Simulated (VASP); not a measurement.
# Co5F in VASP: a series of runs

The runs below take Co5F through single point, with PBEsol.

Everything below comes from runs of VASP 6.6.1. Logs are shortened: lines on timing, memory, paths and dates and some standing lists are left out, and cuts for length are marked.

## (1) The cell of the first run

The cell holds a slab with vacuum, 6 atoms: a = 2.456 Å, b = 2.456 Å, c = 26.939 Å, α = 90.00°, β = 90.00°, γ = 120.00°.

## (2) Single point, PBEsol, collinear spin, ferromagnetic start

The input, INCAR:

```
SYSTEM = Co5F
PREC = Accurate ; ENCUT = 520
EDIFF = 1E-6 ; ISMEAR = 0
SIGMA = 0.1 ; LREAL = .False.
LASPH = .True. ; NELM = 200
ALGO = Normal ; ISIF = 2
LWAVE = .False. ; LCHARG = .False.
ISPIN = 2 ; MAGMOM = 1.94 1.87 1.83 1.86 1.92 1
LORBIT = 11 ; LMAXMIX = 4
LDIPOL = .True. ; IDIPOL = 3
DIPOL = 0.5 0.5 0.498 ; GGA = PS
NBANDS = 39 ; GGA_COMPAT = .False.
NELMDL = -8
```

The input, KPOINTS:

```
Automatic mesh
0
Gamma
  12 12 1
  0 0 0
```

The input, POSCAR:

```
Co5F
1.0
    2.4564223074      0.0000000000      0.0000000000
   -1.2282111537      2.1273241206      0.0000000000
    0.0000000000      0.0000000000     26.9388272200
Co F
5 1
Direct
    0.6666666667      0.3333333333      0.3155296974
    0.3333333333      0.6666666667      0.3892042783
    0.6666666667      0.3333333333      0.4630892701
    0.3333333333      0.6666666667      0.5364169513
    0.6666666667      0.3333333333      0.6100596886
    0.6666666667      0.3333333333      0.6731022281
```

Potentials or basis: VASP PAW PBE potentials, release 64 (Co, F).

Started as:

```console
$ cat potpaw_PBE.64/Co/POTCAR potpaw_PBE.64/F/POTCAR > POTCAR
$ mpirun -np 1 vasp_std > vasp.out
```

OUTCAR:

```text
SYSTEM = Co5F
   PREC = Accurate
   ENCUT = 520
   EDIFF = 1E-6
   ISMEAR = 0
   LREAL = .False.
   LASPH = .True.
   NELM = 200
   ISIF = 2
   ISPIN = 2
   LORBIT = 11
   GGA = PS
   NELMDL = -8

 ion  position               nearest neighbor table
   1  0.667  0.333  0.316-   2 2.44   2 2.44   2 2.44
   2  0.333  0.667  0.389-   1 2.44   1 2.44   1 2.44   3 2.44   3 2.44   3 2.44
   3  0.667  0.333  0.463-   4 2.43   4 2.43   4 2.43   2 2.44   2 2.44   2 2.44
   4  0.333  0.667  0.536-   3 2.43   3 2.43   3 2.43   5 2.44   5 2.44   5 2.44
   5  0.667  0.333  0.610-   6 1.70   4 2.44   4 2.44   4 2.44
   6  0.667  0.333  0.673-   5 1.70

  LATTYP: Found a hexagonal cell.
 ALAT       =     2.4564223074
 C/A-ratio  =    10.9666921436

  Lattice vectors:

 A1 = (   2.4564223074,   0.0000000000,   0.0000000000)
 A2 = (  -1.2282111537,   2.1273241206,   0.0000000000)
 A3 = (   0.0000000000,   0.0000000000,  26.9388272200)

Analysis of symmetry for initial positions (statically):
=====================================================================
 Subroutine PRICEL returns:
 Original cell was already a primitive cell.

 Routine SETGRP: Setting up the symmetry group for a
 hexagonal supercell.

 Subroutine GETGRP returns: Found  6 space group operations
 (whereof  6 operations were pure point group operations)
 out of a pool of 24 trial point group operations.

The static configuration has the point symmetry C_3v.

Analysis of symmetry for dynamics (positions and initial velocities):
=====================================================================
 Subroutine PRICEL returns:
 Original cell was already a primitive cell.

 Routine SETGRP: Setting up the symmetry group for a
 hexagonal supercell.

 Subroutine GETGRP returns: Found  6 space group operations
 (whereof  6 operations were pure point group operations)
 out of a pool of 24 trial point group operations.

The dynamic configuration has the point symmetry C_3v.

Analysis of structural, dynamic, and magnetic symmetry:
=====================================================================
 Subroutine PRICEL returns:
 Original cell was already a primitive cell.

 Routine SETGRP: Setting up the symmetry group for a
 hexagonal supercell.

 Subroutine GETGRP returns: Found  6 space group operations
 (whereof  6 operations were pure point group operations)
 out of a pool of 24 trial point group operations.

The overall configuration has the point symmetry C_3v.

 Subroutine INISYM returns: Found  6 space group operations
 (whereof  6 operations are pure point group operations),
 and found     1 'primitive' translations

----------------------------------------------------------------------------------------

                                     Primitive cell

  volume of cell :     140.7717

  direct lattice vectors                    reciprocal lattice vectors
     2.456422307  0.000000000  0.000000000     0.407096124  0.235037057  0.000000000
    -1.228211154  2.127324121  0.000000000     0.000000000  0.470074113  0.000000000
     0.000000000  0.000000000 26.938827220     0.000000000  0.000000000  0.037121141

  length of vectors
     2.456422307  2.456422307 26.938827220     0.470074113  0.470074113  0.037121141

  position of ions in fractional coordinates (direct lattice)
     0.666666667  0.333333333  0.315529697
     0.333333333  0.666666667  0.389204278
     0.666666667  0.333333333  0.463089270
     0.333333333  0.666666667  0.536416951
     0.666666667  0.333333333  0.610059689
     0.666666667  0.333333333  0.673102228

  ion indices of the primitive-cell ions
   primitive index   ion index
                 1           1
                 2           2
                 3           3
                 4           4
                 5           5
                 6           6

----------------------------------------------------------------------------------------

 KPOINTS: Automatic mesh

Automatic generation of k-mesh.
 Grid dimensions read from file:
 generate k-points for:   12   12    1

 Generating k-lattice:

[... 42 lines left out ...]
   ions per type =               5   1
   NGX,Y,Z   is equivalent  to a cutoff of  12.18, 12.18, 12.34 a.u.
   NGXF,Y,Z  is equivalent  to a cutoff of  24.36, 24.36, 24.68 a.u.
 SYSTEM =  Co5F
   PREC   = accura    normal or accurate (medium, high low for compatibility)
   ISTART =      0    job   : 0-new  1-cont  2-samecut
   ICHARG =      2    charge: 1-file 2-atom 10-const
   ISPIN  =      2    spin polarized calculation?
   LNONCOLLINEAR =      F non collinear calculations
   LSORBIT =      F    spin-orbit coupling
   LASPH  =      T    aspherical Exc in radial PAW
   ENCUT  =  520.0 eV  38.22 Ry    6.18 a.u.   4.57  4.57 50.09*2*pi/ulx,y,z
   NELM   =    200;   NELMIN=  2; NELMDL= -8     # of ELM steps
   EDIFF  = 0.1E-05   stopping-criterion for ELM
   LREAL  =      F    real-space projection
   EDIFFG = 0.1E-04   stopping-criterion for IOM
   NSW    =      0    number of steps for IOM
   IBRION =     -1    ionic relax: 0-MD 1-quasi-New 2-CG
   NFREE  =      0    steps in history (QN), initial steepest desc. (CG)
   ISIF   =      2    stress and relaxation
   ISYM   =      2    0-nonsym 1-usesym 2-fastsym
   POTIM  = 0.5000    time-step for ionic-motion
   TEBEG  =    0.0;   TEEND  =   0.0 temperature during run
   PSTRESS=    0.0 pullay stress
   NELECT =      52.0000    total number of electrons
   NUPDOWN=      -1.0000    fix difference up-down
   EMIN   =  10.00;   EMAX   =-10.00  energy-range for DOS
   EFERMI =   0.00;   METHOD = LEGACY
   ISMEAR =     0;   SIGMA  =   0.10  broadening in eV -4-tet -1-fermi 0-gaus
   EFERMI_NEDOS =   21; number of points for ismear=-14 and -15
   IALGO  =     38    algorithm
   IMIX   =      4    mixing-type and parameters
     AMIX     =   0.40;   BMIX     =  1.00
     AMIX_MAG =   1.60;   BMIX_MAG =  1.00
  volume/ion in A,a.u.               =      23.46       158.33
  Fermi-wavevector in a.u.,A,eV,Ry     =   1.174638  2.219744 18.772980  1.379775
  Thomas-Fermi vector in A             =   2.311032
   LORBIT       =     11    0 simple, 1 ext, 2 COOP (PROOUT), +10 PAW based schemes
   GGA     = PS    functional components
   LHFCALC =     F    Hartree Fock is set to
   AEXX    =    0.0000 exact exchange contribution
   IVDW    =     0    specifies the selected vdW correction
   LEPSILON=     F    determine dielectric tensor
   LRPA    =     F    only Hartree local field effects (RPA)
 spin polarized calculation
 Gauss-broadening in eV      SIGMA  =   0.10
  energy-cutoff  :      520.00
  volume of cell :      140.77
 maximum number of plane-waves:      3849
   NGX =  9   NGY =  9   NGZ =101

 number of electron      51.9999969 magnetization      10.0731290

 dipolmoment           0.000000      0.000000     -0.049362 electrons x Angstroem

 number of electron      51.9999977 magnetization       7.8057434

 dipolmoment           0.000000      0.000000      0.107219 electrons x Angstroem

 Free energy of the ion-electron system (eV)
  ---------------------------------------------------
  ext. energy  EPLUGINS =         0.00000000
  ---------------------------------------------------
  free energy    TOTEN  =       -40.93843675 eV

  energy without entropy =      -40.90515078  energy(sigma->0) =      -40.92179376

 E-fermi :  -0.0725     XC(G=0):  -6.3289

 val. band max:       -0.0779939485   @ k =   0.0000   0.0000   0.0000
 cond. band min:      -0.0664707048   @ k =   0.1667   0.1667   0.0000
 fundamental gap:      0.0115232437
 Fermi energy:        -0.0724560665

 spin component 1

 k-point     1 :       0.0000    0.0000    0.0000
  band No.  band energies     occupation
      1     -23.0828      1.00000
      2      -8.9910      1.00000
      3      -8.0599      1.00000
      4      -6.7511      1.00000
      5      -5.6906      1.00000
      6      -5.6148      1.00000
[... 768 lines left out ...]
     37       7.5525      0.00000
     38       9.3514      0.00000
 Fermi energy:        -0.0724560665

 spin component 2

 k-point     1 :       0.0000    0.0000    0.0000
  band No.  band energies     occupation
      1     -22.7223      1.00000
      2      -8.9221      1.00000
      3      -7.9721      1.00000
      4      -6.5865      1.00000
      5      -5.3189      1.00000
      6      -5.0708      1.00000
[... 768 lines left out ...]
     37       8.2131      0.00000
     38       9.8842      0.00000
 [bands above 38 left out]

------------------------ aborting loop because EDIFF is reached ----------------------------------------

 vacuum level on the upper side and lower side of the slab       (xc-potential included)         1.839        -1.809

  FORCE on cell =-STRESS in cart. coord.  units (eV):
  Direction    XX          YY          ZZ          XY          YZ          ZX
  --------------------------------------------------------------------------------------
  -------------------------------------------------------------------------------------
  Total       -0.1586769     -0.1586769     -0.8251195      0.0000000      0.0000000      0.0000000
  in kB       -1.8059638     -1.8059638     -9.3910041      0.0000000      0.0000000      0.0000000
  external PRESSURE =      -4.3343105 kB  Pullay stress =       0.0000000 kB

 VOLUME and BASIS-vectors are now :
 -----------------------------------------------------------------------------
  energy-cutoff  :      520.00
  volume of cell :      140.77
      direct lattice vectors                 reciprocal lattice vectors
     2.456422307  0.000000000  0.000000000     0.407096124  0.235037057  0.000000000
    -1.228211154  2.127324121  0.000000000     0.000000000  0.470074113  0.000000000
     0.000000000  0.000000000 26.938827220     0.000000000  0.000000000  0.037121141

 POSITION                                       TOTAL-FORCE (eV/Angst)
 -----------------------------------------------------------------------------------
      1.22821      0.70911      8.50000        -0.000000      0.000000      0.359152
     -0.00000      1.41822     10.48471        -0.000000      0.000000     -0.327168
      1.22821      0.70911     12.47508        -0.000000      0.000000      0.012644
     -0.00000      1.41822     14.45044        -0.000000      0.000000     -0.025135
      1.22821      0.70911     16.43429         0.000000      0.000000     -0.091658
      1.22821      0.70911     18.13258        -0.000000     -0.000000      0.072165
 -----------------------------------------------------------------------------------
    total drift:                               -0.000001     -0.000002      0.000494

  FREE ENERGIE OF THE ION-ELECTRON SYSTEM (eV)
  ---------------------------------------------------
  free  energy   TOTEN  =       -40.9384367471 eV

  energy  without entropy=      -40.9051507780  energy(sigma->0) =      -40.92179376

 vacuum level on the upper side and lower side of the slab         8.872         5.148

 total charge

# of ion       s       p       d       tot
------------------------------------------
    1        0.495   0.430   7.249   8.173
    2        0.504   0.560   7.291   8.356
    3        0.507   0.566   7.290   8.363
    4        0.509   0.572   7.301   8.382
    5        0.510   0.603   7.285   8.398
    6        1.755   4.239   0.000   5.994
--------------------------------------------------
tot          4.281   6.970  36.416  47.667

 magnetization (x)

# of ion       s       p       d       tot
------------------------------------------
    1       -0.011  -0.034   1.740   1.695
    2       -0.015  -0.050   1.657   1.592
    3       -0.015  -0.049   1.640   1.575
    4       -0.013  -0.048   1.436   1.375
    5       -0.011  -0.024   1.411   1.377
    6        0.001   0.200   0.000   0.201
--------------------------------------------------
tot         -0.065  -0.005   7.884   7.814
```

Run time: 23 min. Hardware: 1 thread of Intel Xeon 8259CL, shared host; peak memory 0.38 GiB.

What came out:

| Item | Value |
| --- | --- |
| Free energy | -40.9384 eV |
| Largest force | 0.359 eV/Å |
| Net moment | 7.81 μB per cell |
| Site moments | Co +1.70, +1.59, +1.57, +1.38 (each value once); F +0.20 μB |
| Valence electrons inside the program's atomic spheres | Co 8.17, 8.36, 8.38, 8.40 (each value once); F 5.99 |

Forces in eV/Å, atoms in the order of the input:
```
Co   0.000  0.000  0.359
Co   0.000  0.000 -0.327
Co   0.000  0.000  0.013
Co   0.000  0.000 -0.025
Co   0.000  0.000 -0.092
F    0.000  0.000  0.072
```

Caveat: the PAW data sets were made with another functional, which shifts forces and pressure a little. With open d or f shells a metallic result of PBEsol can be an artefact of self-interaction; +U or a hybrid may open a gap.

## (3) Single point, PBEsol, collinear spin, ferromagnetic start

The input, INCAR:

```
SYSTEM = Co5F
ALGO = Normal
DIPOL = 0.5 0.5 0.496
EDIFF = 1E-6
ENCUT = 520
GGA = PS
GGA_COMPAT = .False.
IDIPOL = 3
ISIF = 2
ISMEAR = 0
ISPIN = 2
LASPH = .True.
LCHARG = .False.
LDIPOL = .True.
LMAXMIX = 4
LORBIT = 11
LREAL = .False.
LWAVE = .False.
MAGMOM = 1.94 1.87 1.83 1.86 1.92 1
NBANDS = 39
NELM = 200
NELMDL = -8
PREC = Accurate
SIGMA = 0.1
```

The input, KPOINTS:

```
k-points
0
Gamma
  12 12 1
  0 0 0
```

The input, POSCAR:

```
Co5F
1.0
    2.4564223074      0.0000000000      0.0000000000
   -1.2282111537      2.1273241206      0.0000000000
    0.0000000000      0.0000000000     26.9388272200
Co F
5 1
Direct
    0.6666666667      0.3333333333      0.3155296974
    0.3333333333      0.6666666667      0.3892042783
    0.6666666667      0.3333333333      0.4633147931
    0.3333333333      0.6666666667      0.5361285828
    0.6666666667      0.3333333333      0.6114097052
    0.0000000000      0.0000000000      0.6622246972
```

Potentials or basis: VASP PAW PBE potentials, release 64 (Co, F).

Started as:

```console
$ cat potpaw_PBE.64/Co/POTCAR potpaw_PBE.64/F/POTCAR > POTCAR
$ mpirun -np 1 vasp_std > vasp.out
```

Run time: 21 min. Hardware: 1 thread of Intel Xeon 8259CL, shared host; peak memory 0.38 GiB.

Results (log left out):

| Item | Value |
| --- | --- |
| Free energy | -41.5410 eV |
| Largest force | 0.385 eV/Å |
| Net moment | 8.60 μB per cell |
| Site moments | Co +1.68, +1.60, +1.56, +1.55, +2.04; F +0.19 μB |
| Valence electrons inside the program's atomic spheres | Co 8.17, 8.35, 8.37, 8.27 (each value once); F 6.05 |

Forces in eV/Å, atoms in the order of the input:
```
Co   0.000  0.000  0.385
Co   0.000  0.000 -0.344
Co   0.000  0.000 -0.012
Co   0.000  0.000 -0.009
Co   0.000  0.000 -0.019
F    0.000  0.000 -0.001
```

Levels at points of the mesh, in eV from the Fermi level:
Spin up:
```
           k point  band 27  band 28  band 29  band 30  band 31  band 32  band 33  band 34
(0.00, 0.00, 0.00)    -1.55    -1.21    -1.21    -0.93    -0.93    -0.79    -0.79    -0.24
(0.50, 0.00, 0.00)    -0.53    -0.46    -0.43     1.15     1.21     2.27     3.19     4.06
```
Spin down:
```tsv
k point	band 17	band 18	band 19	band 20	band 21	band 22	band 23	band 24	band 25	band 26
(0.00, 0.00, 0.00)	-1.11	-0.99	-0.99	-0.80	-0.80	-0.69	-0.69	-0.08	-0.07	-0.07
(0.50, 0.00, 0.00)	-0.59	-0.54	-0.31	0.17	0.64	0.73	0.99	1.17	1.22	1.29
```

Caveat: the PAW data sets were made with another functional, which shifts forces and pressure a little. With open d or f shells a metallic result of PBEsol can be an artefact of self-interaction; +U or a hybrid may open a gap.
